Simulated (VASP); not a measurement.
# BN in VASP: further runs

Runs on BN. Level: PBEsol. Tasks: single point.

All numbers are computed with VASP 6.6.1; they aren't measurements. Logs are shortened: lines on timing, memory, paths and dates and some standing lists are left out, and cuts for length are marked.

## 1. The cell of the first run

The structure is tetragonal, space group I-4m2 (No. 119). Conventional cell: a = 2.556 Å, b = 2.556 Å, c = 3.651 Å, α = 90.00°, β = 90.00°, γ = 90.00°. Within 2.1 Å of B (site symmetry -4m2) lie 4 N at 1.57 Å. Within 2.1 Å of N (site symmetry -4m2) lie 4 B at 1.57 Å.

## 2. Single point, PBEsol (zz strain of +1 %)

Contents of INCAR:

```
SYSTEM = BN
ALGO = Normal
EDIFF = 1E-6
ENCUT = 520
GGA = PS
ISIF = 2
ISMEAR = -1
LASPH = .TRUE.
LCHARG = .FALSE.
LREAL = .FALSE.
LWAVE = .FALSE.
NBANDS = 11
NELM = 60
PREC = Accurate
SIGMA = 0.03
```

Contents of KPOINTS:

```
k-points
0
G
  13 13 13
  0 0 0
```

Contents of POSCAR:

```
BN
1.0
    0.0000000000      1.8075000000      1.8255750000
    1.8075000000      0.0000000000      1.8255750000
    1.8075000000      1.8075000000      0.0000000000
B N
1 1
Direct
    0.0000000000      0.0000000000      0.0000000000
    0.7500000000      0.7500000000      0.7500000000
```

Potentials or basis: VASP PAW PBE potentials, release 64 (B, N).

Launch:

```console
$ cat potpaw_PBE.64/B/POTCAR potpaw_PBE.64/N/POTCAR > POTCAR
$ mpirun -np 1 vasp_std > vasp.out
```

OUTCAR:

```text
SYSTEM = BN
   EDIFF = 1E-6
   ENCUT = 520
   GGA = PS
   ISIF = 2
   ISMEAR = -1
   LASPH = .TRUE.
   LREAL = .FALSE.
   NELM = 60
   PREC = Accurate

 ion  position               nearest neighbor table
   1  0.000  0.000  0.000-   2 1.57   2 1.57   2 1.57   2 1.57
   2  0.750  0.750  0.750-   1 1.57   1 1.57   1 1.57   1 1.57

  LATTYP: Found a body centered tetragonal cell.
 ALAT       =     2.5561910140
 C/A-ratio  =     1.4283556980

  Lattice vectors:

 A1 = (  -1.8075000000,   0.0000000000,   1.8255750000)
 A2 = (   1.8075000000,   0.0000000000,   1.8255750000)
 A3 = (   0.0000000000,   1.8075000000,  -1.8255750000)

Analysis of symmetry for initial positions (statically):
=====================================================================
 Subroutine PRICEL returns:
 Original cell was already a primitive cell.

 Routine SETGRP: Setting up the symmetry group for a
 body centered tetragonal supercell.

 Subroutine GETGRP returns: Found  8 space group operations
 (whereof  8 operations were pure point group operations)
 out of a pool of 16 trial point group operations.

The static configuration has the point symmetry D_2d.

Analysis of symmetry for dynamics (positions and initial velocities):
=====================================================================
 Subroutine PRICEL returns:
 Original cell was already a primitive cell.

 Routine SETGRP: Setting up the symmetry group for a
 body centered tetragonal supercell.

 Subroutine GETGRP returns: Found  8 space group operations
 (whereof  8 operations were pure point group operations)
 out of a pool of 16 trial point group operations.

The dynamic configuration has the point symmetry D_2d.

 Subroutine INISYM returns: Found  8 space group operations
 (whereof  8 operations are pure point group operations),
 and found     1 'primitive' translations

----------------------------------------------------------------------------------------

                                     Primitive cell

  volume of cell :      11.9285

  direct lattice vectors                    reciprocal lattice vectors
     0.000000000  1.807500000  1.825575000    -0.276625173  0.276625173  0.273886310
     1.807500000  0.000000000  1.825575000     0.276625173 -0.276625173  0.273886310
     1.807500000  1.807500000  0.000000000     0.276625173  0.276625173 -0.273886310

  length of vectors
     2.569003762  2.569003762  2.556191014     0.477552807  0.477552807  0.477552807

  position of ions in fractional coordinates (direct lattice)
     0.000000000  0.000000000  0.000000000
     0.750000000  0.750000000  0.750000000

  ion indices of the primitive-cell ions
   primitive index   ion index
                 1           1
                 2           2

----------------------------------------------------------------------------------------

 KPOINTS: k-points

Automatic generation of k-mesh.
 Grid dimensions read from file:
 generate k-points for:   13   13   13

 Generating k-lattice:

  Cartesian coordinates                     Fractional coordinates (reciprocal lattice)
    -0.021278859  0.021278859  0.021068178     0.076923077  0.000000000  0.000000000
     0.021278859 -0.021278859  0.021068178     0.000000000  0.076923077  0.000000000
     0.021278859  0.021278859 -0.021068178     0.000000000  0.000000000  0.076923077

  Length of vectors
     0.036734831  0.036734831  0.036734831

  Shift w.r.t. Gamma in fractional coordinates (k-lattice)
     0.000000000  0.000000000  0.000000000

 Subroutine IBZKPT returns following result:
 ===========================================

 Found    196 irreducible k-points:

 Following reciprocal coordinates:
            Coordinates               Weight
  0.000000  0.000000  0.000000      1.000000
  0.076923  0.000000  0.000000      8.000000
  0.153846 -0.000000  0.000000      8.000000
  0.230769 -0.000000  0.000000      8.000000
  0.307692 -0.000000  0.000000      8.000000
  0.384615  0.000000  0.000000      8.000000
[... 16 lines left out ...]
  0.384615  0.153846  0.000000      8.000000
  0.461538  0.153846  0.000000      8.000000
 [... further k-points ...]
   k-points           NKPTS =    196   k-points in BZ     NKDIM =    196   number of bands    NBANDS=     11
   number of dos      NEDOS =    301   number of ions     NIONS =      2
   total plane-waves  NPLWV =   8000
   dimension x,y,z NGX =    20 NGY =   20 NGZ =   20
   dimension x,y,z NGXF=    40 NGYF=   40 NGZF=   40
   ions per type =               1   1
   NGX,Y,Z   is equivalent  to a cutoff of  12.94, 12.94, 13.01 a.u.
   NGXF,Y,Z  is equivalent  to a cutoff of  25.88, 25.88, 26.01 a.u.
 SYSTEM =  BN
   PREC   = accura    normal or accurate (medium, high low for compatibility)
   ISTART =      0    job   : 0-new  1-cont  2-samecut
   ICHARG =      2    charge: 1-file 2-atom 10-const
   ISPIN  =      1    spin polarized calculation?
   LNONCOLLINEAR =      F non collinear calculations
   LSORBIT =      F    spin-orbit coupling
   LASPH  =      T    aspherical Exc in radial PAW
   ENCUT  =  520.0 eV  38.22 Ry    6.18 a.u.   4.78  4.78  4.75*2*pi/ulx,y,z
   NELM   =     60;   NELMIN=  2; NELMDL= -5     # of ELM steps
   EDIFF  = 0.1E-05   stopping-criterion for ELM
   LREAL  =      F    real-space projection
[... 7 lines left out ...]
   TEBEG  =    0.0;   TEEND  =   0.0 temperature during run
   PSTRESS=    0.0 pullay stress
   NELECT =       8.0000    total number of electrons
   NUPDOWN=      -1.0000    fix difference up-down
   EMIN   =  10.00;   EMAX   =-10.00  energy-range for DOS
   EFERMI =   0.00;   METHOD = LEGACY
   ISMEAR =    -1;   SIGMA  =   0.03  broadening in eV -4-tet -1-fermi 0-gaus
   EFERMI_NEDOS =   21; number of points for ismear=-14 and -15
   IALGO  =     38    algorithm
   IMIX   =      4    mixing-type and parameters
     AMIX     =   0.40;   BMIX     =  1.00
     AMIX_MAG =   1.60;   BMIX_MAG =  1.00
  volume/ion in A,a.u.               =       5.96        40.25
  Fermi-wavevector in a.u.,A,eV,Ry     =   1.432989  2.707956 27.938969  2.053456
  Thomas-Fermi vector in A             =   2.552556
   LORBIT       =      0    0 simple, 1 ext, 2 COOP (PROOUT), +10 PAW based schemes
   GGA     = PS    functional components
   LHFCALC =     F    Hartree Fock is set to
   AEXX    =    0.0000 exact exchange contribution
   IVDW    =     0    specifies the selected vdW correction
   LEPSILON=     F    determine dielectric tensor
   LRPA    =     F    only Hartree local field effects (RPA)
 non-spin polarized calculation
  energy-cutoff  :      520.00
  volume of cell :       11.93
 maximum number of plane-waves:       331
   NGX =  9   NGY =  9   NGZ =  9

 number of electron       7.9999999 magnetization

 Free energy of the ion-electron system (eV)
  ---------------------------------------------------
  ext. energy  EPLUGINS =         0.00000000
  ---------------------------------------------------
  free energy    TOTEN  =       -18.34212426 eV

  energy without entropy =      -18.34212426  energy(sigma->0) =      -18.34212426

 E-fermi :   7.7903     XC(G=0): -12.9678

 val. band max:        7.2739935754   @ k =   0.0000   0.0000   0.0000
 cond. band min:      11.5274494310   @ k =   0.4615   0.0000   0.4615
 fundamental gap:      4.2534558555
 Fermi energy:         7.7902707184

 k-point     1 :       0.0000    0.0000    0.0000
  band No.  band energies     occupation
      1     -12.8990      2.00000
      2       7.1747      2.00000
      3       7.2740      2.00000
      4       7.2740      2.00000
      5      15.9338      0.00000
      6      15.9338      0.00000
      7      16.0031      0.00000
      8      17.3477      0.00000
      9      31.5657      0.00000
     10      34.5371      0.00000
     11      34.8775      0.00000

 k-point     2 :       0.0769    0.0000    0.0000
  band No.  band energies     occupation
      1     -12.7552      2.00000
      2       6.4502      2.00000
      3       7.0528      2.00000
      4       7.1225      2.00000
      5      16.0993      0.00000
      6      16.1696      0.00000
      7      16.2335      0.00000
      8      17.8498      0.00000
      9      31.3851      0.00000
     10      32.4806      0.00000
     11      32.8693      0.00000

 k-point     3 :       0.1538   -0.0000    0.0000
  band No.  band energies     occupation
      1     -12.3284      2.00000
      2       4.5904      2.00000
      3       6.6551      2.00000
      4       6.7437      2.00000
      5      16.3682      0.00000
      6      16.7413      0.00000
      7      16.7834      0.00000
      8      19.0536      0.00000
      9      30.8289      0.00000
     10      31.0564      0.00000
     11      31.2854      0.00000

 k-point     4 :       0.2308   -0.0000    0.0000
  band No.  band energies     occupation
      1     -11.6344      2.00000
      2       2.3409      2.00000
      3       6.1770      2.00000
      4       6.2865      2.00000
      5      16.6340      0.00000
      6      17.3461      0.00000
      7      17.3553      0.00000
      8      20.3163      0.00000
      9      30.2808      0.00000
     10      30.5369      0.00000
     11      30.6466      0.00000

 k-point     5 :       0.3077   -0.0000    0.0000
  band No.  band energies     occupation
      1     -10.7126      2.00000
      2       0.0884      2.00000
      3       5.7417      2.00000
      4       5.8708      2.00000
      5      16.8767      0.00000
      6      17.7001      0.00000
      7      17.7301      0.00000
      8      21.2872      0.00000
      9      30.0563      0.00000
     10      30.9790      0.00000
     11      31.0446      0.00000
[... 211 lines left out ...]
 k-point    21 :       0.2308    0.1538    0.0000
  band No.  band energies     occupation
      1     -11.6455      2.00000
      2       3.7625      2.00000
      3       5.1874      2.00000
      4       5.5057      2.00000
      5      14.9855      0.00000
      6      18.6549      0.00000
      7      18.9665      0.00000
      8      19.4334      0.00000
      9      25.7023      0.00000
     10      33.2703      0.00000
     11      35.2254      0.00000

 k-point    22 :       0.3077    0.1538    0.0000
  band No.  band energies     occupation
      1     -10.8897      2.00000
      2       1.7372      2.00000
      3       4.7625      2.00000
      4       5.0538      2.00000
      5      15.3474      0.00000
      6      18.9965      0.00000
      7      19.5706      0.00000
      8      19.8954      0.00000
      9      26.1711      0.00000
     10      33.1792      0.00000
     11      34.7680      0.00000

 k-point    23 :       0.3846    0.1538    0.0000
  band No.  band energies     occupation
      1      -9.9385      2.00000
      2      -0.2824      2.00000
      3       4.4627      2.00000
      4       4.5259      2.00000
      5      15.7446      0.00000
      6      19.1343      0.00000
      7      19.7784      0.00000
      8      20.6546      0.00000
      9      27.1053      0.00000
     10      32.9771      0.00000
     11      34.9966      0.00000

 k-point    24 :       0.4615    0.1538    0.0000
  band No.  band energies     occupation
      1      -8.9441      2.00000
      2      -1.9995      2.00000
      3       3.8973      2.00000
      4       4.4999      2.00000
      5      16.0600      0.00000
      6      19.0981      0.00000
      7      19.6551      0.00000
      8      21.7736      0.00000
      9      27.7665      0.00000
     10      33.0981      0.00000
     11      34.9829      0.00000

 [... further k-points ...]

------------------------ aborting loop because EDIFF is reached ----------------------------------------

  FORCE on cell =-STRESS in cart. coord.  units (eV):
  Direction    XX          YY          ZZ          XY          YZ          ZX
  --------------------------------------------------------------------------------------
  -------------------------------------------------------------------------------------
  Total       -0.2999382     -0.2999382     -0.7510247      0.0000000     -0.0000000      0.0000000
  in kB      -40.2861807    -40.2861807   -100.8738294      0.0000000     -0.0000000      0.0000000
  external PRESSURE =     -60.4820636 kB  Pullay stress =       0.0000000 kB

 VOLUME and BASIS-vectors are now :
 -----------------------------------------------------------------------------
  energy-cutoff  :      520.00
  volume of cell :       11.93
      direct lattice vectors                 reciprocal lattice vectors
     0.000000000  1.807500000  1.825575000    -0.276625173  0.276625173  0.273886310
     1.807500000  0.000000000  1.825575000     0.276625173 -0.276625173  0.273886310
     1.807500000  1.807500000  0.000000000     0.276625173  0.276625173 -0.273886310

 POSITION                                       TOTAL-FORCE (eV/Angst)
 -----------------------------------------------------------------------------------
      0.00000      0.00000      0.00000        -0.000000     -0.000000     -0.000000
      2.71125      2.71125      2.73836         0.000000      0.000000      0.000000
 -----------------------------------------------------------------------------------
    total drift:                                0.000000      0.000000     -0.000001

  FREE ENERGIE OF THE ION-ELECTRON SYSTEM (eV)
  ---------------------------------------------------
  free  energy   TOTEN  =       -18.3421242607 eV

  energy  without entropy=      -18.3421242606  energy(sigma->0) =      -18.34212426
```

Run time: 23 s. Hardware: 1 thread of AMD EPYC 7R43 (Zen 3), shared host; peak memory 0.1 GiB.

What came out:

- Free energy: -18.3421 eV
- Pressure: -6.0 GPa
- Band gap on the k mesh: 4.25 eV, indirect (least direct gap 8.66 eV)

Stress tensor (GPa, compression positive):
```
 -4.03   0.00   0.00
  0.00  -4.03   0.00
  0.00   0.00 -10.09
```

Caveat: the cell differs from its parent crystal (zz strain of +1 %); the PAW data sets were made with another functional, which shifts forces and pressure a little.

## 3. Single point, PBEsol (zz strain of +3 %)

Contents of INCAR:

```
  PREC = Accurate
  ENCUT = 520
  EDIFF = 1E-6
  ISMEAR = -1
  SIGMA = 0.03
  LREAL = F
  LASPH = T
  NELM = 100
  ALGO = Normal
  ISIF = 2
  LWAVE = F
  LCHARG = T
  GGA = PS
  LELF = T
  LVHAR = T
  NBANDS = 11
```

Contents of KPOINTS:

```
regular mesh
0
Gamma
  13 13 13
```

Contents of POSCAR:

```
BN
1.0
    0.0000000000      1.8075000000      1.8617250000
    1.8075000000      0.0000000000      1.8617250000
    1.8075000000      1.8075000000      0.0000000000
B N
1 1
Direct
    0.0000000000      0.0000000000      0.0000000000
    0.7500000000      0.7500000000      0.7500000000
```

Potentials or basis: VASP PAW PBE potentials, release 64 (B, N).

Launch:

```console
$ cat potpaw_PBE.64/B/POTCAR potpaw_PBE.64/N/POTCAR > POTCAR
$ mpirun -np 1 vasp_std > vasp.out
```

Wall time 24 s (1 thread of AMD EPYC 7R43 (Zen 3), shared host); peak memory 0.1 GiB.

The run converged. Its results:

```yaml
Free_energy: -18.3165 eV
Pressure: -13.0 GPa
Band_gap_on_the_k_mesh: 4.06 eV, indirect (least direct gap 8.46 eV)
```

Stress tensor (GPa, compression positive):
```
 -6.90   0.00   0.00
  0.00  -6.90   0.00
  0.00   0.00 -25.05
```

Levels at points of the mesh, in eV from the valence-band top:
| k point | band 1 | band 2 | band 3 | band 4 | band 5 | band 6 | band 7 | band 8 |
| --- | --- | --- | --- | --- | --- | --- | --- | --- |
| (0.00, 0.00, 0.00) | -20.02 | -0.30 | 0.00 | 0.00 | 8.46 | 8.46 | 8.67 | 9.69 |

Caveat: the cell differs from its parent crystal (zz strain of +3 %); the PAW data sets were made with another functional, which shifts forces and pressure a little. A k mesh can miss the band edges.

[end of part 1 of 3]
